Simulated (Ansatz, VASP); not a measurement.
One calculation of NaF, two programs

```xyz
2
Lattice="0.0000 2.2536 2.3930 2.2536 0.0000 2.3930 2.2536 2.2536 0.0000" Properties=species:S:1:pos:R:3 pbc="T T T"
Na    0.0000    0.0000    0.0000
F     2.2536    2.2536    2.3930
```

Change from the starting cell: strain -0.030 along x and y, +0.030 along z, atoms carried along.

Alike in both runs: task single point; functional PBE; k mesh 8 × 8 × 8; occupations gaussian, width 0.05 eV; no spin polarisation.

```csv
,VASP,Ansatz
version,VASP 6.6.1,Ansatz 0.2.0
potentials or method,"VASP PAW PBE potentials, release 64 (Na_pv, F), cutoff 520 eV","scalar-relativistic, plane waves, PAW"
valence electrons in the cell,14,16
```

Ansatz gave:

- gap on the k mesh at the Fermi level (eV): 6.43
- least direct gap on the mesh (eV): 6.43
- pressure (GPa): 3.9
- traceless stress, the component that is largest in VASP (GPa): -3.57

Problem. Estimate VASP's values.

Solution. gap on the k mesh at the Fermi level (eV): 6.42; least direct gap on the mesh (eV): 6.42; pressure (GPa): 3.8; traceless stress, the component that is largest in VASP (GPa): -3.68.

VASP's potentials hold 14 valence electrons a cell and Ansatz's 16, so a difference there can come from the potentials and not from the codes.
